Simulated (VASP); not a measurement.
Runs of VASP 6.6.1 on Si4Ru. The structure is that of space group P4/mmm (No. 123), or close to it. The cells are those of the table. 

```tsv
task	level	cell	cutoff (eV)	gap on the mesh (eV)	pressure (GPa)	largest force (eV/Å)
single point	PBE	a = 5.291, b = 5.291, c = 2.791 Å, 5 atoms	520	none	0.0	0.01
relaxation of shape and atoms at fixed volume	PBE	relaxed from a = 5.453, b = 5.453, c = 2.890 Å, 5 atoms	600	none	-11.4	0.01
single point	PBE	a = 5.446, b = 5.446, c = 2.898 Å, 5 atoms	520	none	-11.4	-
relaxation of cell and atoms	PBE	relaxed from a = 5.291, b = 5.291, c = 2.787 Å, 5 atoms	600	none	-0.1	-
single point	PBEsol	a = 5.291, b = 5.291, c = 2.791 Å, 5 atoms	520	none	(a)	0.17
```

Alike in all rows: potentials or basis VASP PAW PBE potentials, release 64 (Si, Ru_pv); no spin polarisation; k mesh 6 × 6 × 12; smearing gaussian 0.1 eV.

Question: Estimate the missing entries.

Answer: (a) -3.5.

Caveats: the PAW data sets were made with another functional, which shifts forces and pressure a little (some runs).

A k mesh can miss the band edges, and the runs leave out spin-orbit coupling on Ru.

A gap of «none» marks levels without a gap at the run's occupations.
